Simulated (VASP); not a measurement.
# AlCo (P4/mmm) in VASP: further runs, part 2 of 2

VASP 6.6.1. Earlier steps stand in the parts before.

## 3. Single point, PBE (strain -0.0150 x Voigt [1, 1, 0, 0, 0, 0])

Input file INCAR:

```
SYSTEM = AlCo
PREC = Accurate
ENCUT = 520
EDIFF = 1E-6
ISMEAR = 0
SIGMA = 0.15
LREAL = .False.
LASPH = .True.
NELM = 60
ALGO = Fast
ISIF = 2
LWAVE = .False.
LCHARG = .False.
GGA = PE
NBANDS = 13
```

Input file KPOINTS:

```
regular mesh
0
Gamma
  22 22 22
  0 0 0
```

Input file POSCAR:

```
AlCo
1.0
    2.8091238733      0.0000000000      0.0000000000
    0.0000000000      2.8091238733      0.0000000000
    0.0000000000      0.0000000000      2.8519024094
Al Co
1 1
Direct
    0.0000000000      0.0000000000      0.0000000000
    0.5000000000      0.5000000000      0.5000000000
```

Potentials or basis: VASP PAW PBE potentials, release 64 (Al, Co).

The run is started by

```bash
> cat potpaw_PBE.64/Al/POTCAR potpaw_PBE.64/Co/POTCAR > POTCAR
> mpirun -np 1 vasp_std > vasp.out
```

OUTCAR:

```text
SYSTEM = AlCo
   PREC = Accurate
   ENCUT = 520
   EDIFF = 1E-6
   ISMEAR = 0
   LREAL = .False.
   LASPH = .True.
   NELM = 60
   ISIF = 2
   GGA = PE

 ion  position               nearest neighbor table
   1  0.000  0.000  0.000-   2 2.45   2 2.45   2 2.45   2 2.45   2 2.45   2 2.45   2 2.45   2 2.45

   2  0.500  0.500  0.500-   1 2.45   1 2.45   1 2.45   1 2.45   1 2.45   1 2.45   1 2.45   1 2.45

  LATTYP: Found a simple tetragonal cell.
 ALAT       =     2.8091238733
 C/A-ratio  =     1.0152284264

  Lattice vectors:

 A1 = (   2.8091238733,   0.0000000000,   0.0000000000)
 A2 = (   0.0000000000,   2.8091238733,   0.0000000000)
 A3 = (   0.0000000000,   0.0000000000,   2.8519024094)

Analysis of symmetry for initial positions (statically):
=====================================================================
 Subroutine PRICEL returns:
 Original cell was already a primitive cell.

 Routine SETGRP: Setting up the symmetry group for a
 simple tetragonal supercell.

 Subroutine GETGRP returns: Found 16 space group operations
 (whereof 16 operations were pure point group operations)
 out of a pool of 16 trial point group operations.

The static configuration has the point symmetry D_4h.

[... 178 lines left out ...]
      8      17.2561      0.00000
      9      17.2561      0.00000
     10      19.7475      0.00000
     11      19.8610      0.00000
     12      26.6776      0.00000
     13      32.8630      0.00000
[... 354 lines left out ...]
  band No.  band energies     occupation
      1       0.0123      2.00000
      2       7.8953      2.00000
      3       7.9168      2.00000
      4       9.9400      2.00000
      5       9.9576      2.00000
      6      10.0055      2.00000
      7      15.7647      0.00000
      8      16.3436      0.00000
      9      17.1512      0.00000
     10      20.3301      0.00000
     11      21.8656      0.00000
     12      27.6836      0.00000
     13      29.9672      0.00000

 [... further k-points ...]

------------------------ aborting loop because EDIFF is reached ----------------------------------------

  FORCE on cell =-STRESS in cart. coord.  units (eV):
  Direction    XX          YY          ZZ          XY          YZ          ZX
  --------------------------------------------------------------------------------------
  -------------------------------------------------------------------------------------
  Total        0.8871302      0.8871302      0.5435066      0.0000000      0.0000000      0.0000000
  in kB       63.1570037     63.1570037     38.6935874      0.0000000      0.0000000      0.0000000
  external PRESSURE =      55.0025316 kB  Pullay stress =       0.0000000 kB

 VOLUME and BASIS-vectors are now :
 -----------------------------------------------------------------------------
  energy-cutoff  :      520.00
  volume of cell :       22.50
      direct lattice vectors                 reciprocal lattice vectors
     2.809123873  0.000000000  0.000000000     0.355982878  0.000000000  0.000000000
     0.000000000  2.809123873  0.000000000     0.000000000  0.355982878  0.000000000
     0.000000000  0.000000000  2.851902409     0.000000000  0.000000000  0.350643134

 POSITION                                       TOTAL-FORCE (eV/Angst)
 -----------------------------------------------------------------------------------
      0.00000      0.00000      0.00000         0.000000      0.000000      0.000000
      1.40456      1.40456      1.42595         0.000000      0.000000      0.000000
 -----------------------------------------------------------------------------------
    total drift:                                0.000000      0.000000     -0.000000

  FREE ENERGIE OF THE ION-ELECTRON SYSTEM (eV)
  ---------------------------------------------------
  free  energy   TOTEN  =       -11.9793322022 eV

  energy  without entropy=      -11.9702446021  energy(sigma->0) =      -11.97478840
```

Run time: 3.4 min. Hardware: 1 thread of AMD EPYC 7R13 (Zen 3), shared host; peak memory 0.36 GiB.

What came out:

| Quantity | Value |
| --- | --- |
| Free energy | -11.9793 eV |
| Pressure | 5.5 GPa |
| Band gap on the k mesh | zero (bands 6 and 7 overlap by 2.62 eV) |

Levels at points of the mesh, in eV from the Fermi level:
```csv
k point,band 4,band 5,band 6,band 7,band 8,band 9
"(0.00, 0.00, 0.00)",-0.88,-0.88,-0.82,5.75,6.31,6.31
"(0.50, 0.00, 0.00)",-1.84,-1.73,-0.76,0.25,8.44,10.46
"(0.50, 0.50, 0.00)",-2.65,-1.61,-1.61,-0.20,2.62,3.73
"(0.00, 0.00, 0.50)",-1.73,-1.73,-0.72,0.11,8.45,10.93
"(0.50, 0.00, 0.50)",-2.71,-1.53,-1.52,-0.25,2.48,3.58
"(0.50, 0.50, 0.50)",-0.22,-0.16,2.36,2.42,2.42,4.39
```

Caveat: the cell differs from its parent crystal (strain -0.0150 x Voigt [1, 1, 0, 0, 0, 0]); the cell stands under pressure; the run has no spin polarisation, though such a crystal can be magnetic.

## 4. Single point, PBE (strain +0.0150 x Voigt [1, 1, 0, 0, 0, 0])

Input file INCAR:

```
SYSTEM = AlCo
  PREC = Accurate
  ENCUT = 520
  EDIFF = 1E-7
  ISMEAR = 0
  SIGMA = 0.15
  LREAL = .False.
  LASPH = .True.
  NELM = 80
  ALGO = Fast
  ISIF = 2
  LWAVE = .False.
  LCHARG = .True.
  GGA = PE
  LELF = .True.
  LVHAR = .True.
  NBANDS = 13
```

KPOINTS is that of step 3.

Input file POSCAR:

```
AlCo
1.0
    2.8946809455      0.0000000000      0.0000000000
    0.0000000000      2.8946809455      0.0000000000
    0.0000000000      0.0000000000      2.8519024094
Al Co
1 1
Direct
    0.0000000000      0.0000000000      0.0000000000
    0.5000000000      0.5000000000      0.5000000000
```

The run is started by

```bash
> cat potpaw_PBE.64/Al/POTCAR potpaw_PBE.64/Co/POTCAR > POTCAR
> mpirun -np 1 vasp_std > vasp.out
```

Wall time 4.1 min (1 thread of AMD EPYC 7R13 (Zen 3), shared host); peak memory 0.37 GiB.

It converged, with:

| Quantity | Value |
| --- | --- |
| Free energy | -11.9801 eV |
| Pressure | -5.0 GPa |
| Band gap on the k mesh | zero (bands 6 and 7 overlap by 2.63 eV) |

Stress tensor (GPa, compression positive):
```
-5.77  0.00  0.00
 0.00 -5.77  0.00
 0.00  0.00 -3.46
```

Levels at points of the mesh, in eV from the Fermi level:
```csv
k point,band 4,band 5,band 6,band 7,band 8,band 9
"(0.00, 0.00, 0.00)",-0.82,-0.77,-0.77,5.65,5.65,6.19
"(0.50, 0.00, 0.00)",-1.66,-1.56,-0.67,0.14,8.37,10.27
"(0.50, 0.50, 0.00)",-2.66,-1.37,-1.37,-0.24,2.26,3.20
"(0.00, 0.00, 0.50)",-1.65,-1.65,-0.71,0.27,8.38,10.32
"(0.50, 0.00, 0.50)",-2.51,-1.45,-1.44,-0.20,2.40,3.33
"(0.50, 0.50, 0.50)",-0.20,-0.15,2.39,2.39,2.44,3.84
```

Caveat: the cell differs from its parent crystal (strain +0.0150 x Voigt [1, 1, 0, 0, 0, 0]); the cell stands under tension; the run has no spin polarisation, though such a crystal can be magnetic.

## 5. The runs side by side

| cell | further INCAR settings | gap on the mesh (eV) | pressure (GPa) |
| --- | --- | --- | --- |
| a = 2.766, b = 2.766, c = 2.852 Å, 2 atoms | ALGO = Fast; EDIFF = 1e-07; NBANDS = 13 | none | 12.2 |
| a = 2.809, b = 2.809, c = 2.852 Å, 2 atoms | ALGO = Fast; EDIFF = 1e-06; NBANDS = 13 | none | 5.5 |
| a = 2.895, b = 2.895, c = 2.852 Å, 2 atoms | ALGO = Fast; EDIFF = 1e-07; NBANDS = 13 | none | -5.0 |

Alike in all rows: task single point; level PBE; potentials or basis VASP PAW PBE potentials, release 64 (Al, Co); no spin polarisation; k mesh 22 × 22 × 22; cutoff (eV) 520; smearing gaussian 0.15 eV.

Caveats: the run has no spin polarisation, though such a crystal can be magnetic; the cell stands under pressure (at least some runs); the cell stands under tension (at least some runs).

Absolute energies hang on the potentials; compare differences alone.
